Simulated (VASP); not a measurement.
Here is a VASP 6.6.1 calculation.

Contents of INCAR:

```
SYSTEM = NaAl5O2
ALGO     = Normal         ! electronic algorithm
EDIFF    = 1E-7           ! SCF threshold, eV
EDIFFG   = -0.01          ! ionic threshold
ENCUT    = 600            ! plane-wave cutoff, eV
GGA      = PE             ! functional
IBRION   = 2              ! ionic algorithm
ISIF     = 3              ! what is computed and relaxed
ISMEAR   = 0              ! smearing method
LASPH    = .True.         ! aspherical terms in the spheres
LCHARG   = .False.        ! write CHGCAR
LREAL    = Auto         
LWAVE    = .False.        ! write WAVECAR
NELM     = 60             ! most SCF steps
NSW      = 100            ! ionic steps
PREC     = Accurate       ! precision mode
SIGMA    = 0.1            ! smearing width, eV
```

File KPOINTS:

```
k-points
0
Gamma
  12 12 1
  0 0 0
```

POSCAR

```
NaAl5O2
1.0
    2.5104921055     -1.4499912614      0.0000000000
    2.5104921055      1.4499912614      0.0000000000
   -1.7738437637      0.0000000000     29.0278572818
Na Al O
2 10 4
Direct
    0.3651449598      0.3651449598      0.5923377847
    0.6348550402      0.6348550402      0.4076622153
    0.7298963321      0.7298963321      0.6859127224
    0.0000000000      0.0000000000      0.5000000000
    0.2701036679      0.2701036679      0.3140872776
    0.4220328155      0.4220328155      0.7627069228
    0.5779671845      0.5779671845      0.2372930772
    0.8585940436      0.8585940436      0.0790999911
    0.5000000000      0.5000000000      0.0000000000
    0.1414059564      0.1414059564      0.9209000089
    0.7802925967      0.7802925967      0.8418282099
    0.2197074033      0.2197074033      0.1581717901
    0.0510505548      0.0510505548      0.6502108659
    0.6794796968      0.6794796968      0.5348621103
    0.3205203032      0.3205203032      0.4651378897
    0.9489494452      0.9489494452      0.3497891341
```

Potentials or basis: VASP PAW PBE potentials, release 64 (Na_pv, Al, O).

Command:

```bash
$ cat potpaw_PBE.64/Na_pv/POTCAR potpaw_PBE.64/Al/POTCAR potpaw_PBE.64/O/POTCAR > POTCAR
$ mpirun -np 1 vasp_std > vasp.out
```

Problem. What does it give for the band gap on the k mesh?

Solution. Zero (bands 34 and 35 overlap by 3.81 eV).

Problem. Predict the space group after relaxing (to 0.1 Å).

Solution. R-3m (No. 166).

Problem. Estimate the relaxed cell.

Solution. a = 2.898 Å, b = 2.898 Å, c = 29.056 Å, α = 92.87°, β = 92.87°, γ = 60.00°.

The path:
| step | energy change (eV) | largest force (eV/Å) | pressure (GPa) | volume (Å³) |
| --- | --- | --- | --- | --- |
| 1 | 0.0000 | 0.0342 | -0.14 | 211.33 |
| 2 | -0.0003 | 0.0257 | 0.04 | 210.99 |
| 3 | -0.0003 | 0.0281 | 0.06 | 210.95 |
| 4 | -0.0005 | 0.0153 | 0.04 | 210.97 |
| 5 | -0.0005 | 0.0245 | 0.01 | 210.99 |
| 6 | -0.0006 | 0.0105 | 0.00 | 211.04 |
| 7 | -0.0006 | 0.0077 | 0.00 | 211.04 |
